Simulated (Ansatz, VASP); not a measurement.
One calculation of GaN, two programs

INCAR

```
SYSTEM = GaN
  PREC = Accurate
  ENCUT = 520
  EDIFF = 1E-6
  ISMEAR = -1
  SIGMA = 0.02
  LREAL = .False.
  LASPH = .True.
  NELM = 80
  ALGO = Normal
  ISIF = 2
  LWAVE = .False.
  LCHARG = .False.
  GGA = PS
  NBANDS = 16
```

KPOINTS

```
regular mesh
0
Gamma
  10 10 10
  0 0 0
```

Contents of POSCAR:

```
GaN
1.0
    0.0000000000      1.9925000000      1.9725750000
    1.9925000000      0.0000000000      1.9725750000
    1.9925000000      1.9925000000      0.0000000000
Ga N
1 1
Direct
    0.5000000000      0.5000000000      0.5000000000
    0.0000000000      0.0000000000      0.0000000000
```

Input for Ansatz:

```yaml
crystal:
  lattice:
    - [0.0, 1.9925, 1.972575]
    - [1.9925, 0.0, 1.972575]
    - [1.9925, 1.9925, 0.0]
  atoms:
    - { symbol: Ga, position: [0.5, 0.5, 0.5] }
    - { symbol: "N", position: [0.0, 0.0, 0.0] }
kpoints:
  mp_grid: { grid: [10, 10, 10] }
  band_path:
    path:
      - [0.0, 0.0, 0.0]
      - [0.0, 0.5, 0.5]
      - [0.25, 0.75, 0.5]
      - [0.0, 0.5, 0.0]
      - [0.0, 0.0, 0.0]
      - [0.5, 0.5, 0.0]
      - [0.3775380063, 0.6224619937, 0.0]
      - [-0.3775380063, 0.3775380063, 0.0]
      - [0.0, 0.0, 0.0]
    npoints: 5
scf:
  occupations: { method: fermi_dirac, width: 0.02 }
hamiltonian:
  xc: pbesol
  pseudopotentials: { kind: all_electron, lapw: { basis_error: 0.00025 } }
output:
  forces: true
  stress: true
  eigenvalues: true
```

Change from the starting cell: zz strain of -1 %.

Alike in both runs: task single point; functional PBEsol; k mesh 10 × 10 × 10; occupations fermi-dirac, width 0.02 eV; no spin polarisation.

|  | VASP | Ansatz |
| --- | --- | --- |
| version | VASP 6.6.1 | Ansatz 0.2.0 |
| potentials or method | VASP PAW PBE potentials, release 64 (Ga_d, N), cutoff 520 eV | all-electron LAPW, scalar-relativistic |

|  | VASP | Ansatz | Ansatz less VASP |
| --- | --- | --- | --- |
| gap on the k mesh at the Fermi level (eV) | 1.69 | 1.71 | +0.014 |
| pressure (GPa) | 64.3 | 63.7 | -0.63 |
| traceless stress, the component that is largest in VASP (GPa) | 3.52 | 3.58 | +0.058 |

VASP's potentials were made for PBE, not for PBEsol. Both programs put the cell under a high pressure, so it lies far from rest at this level. Ansatz ran all-electron here, and VASP with PAW potentials.

Noted on VASP's run: the cell as given lies far from equilibrium.
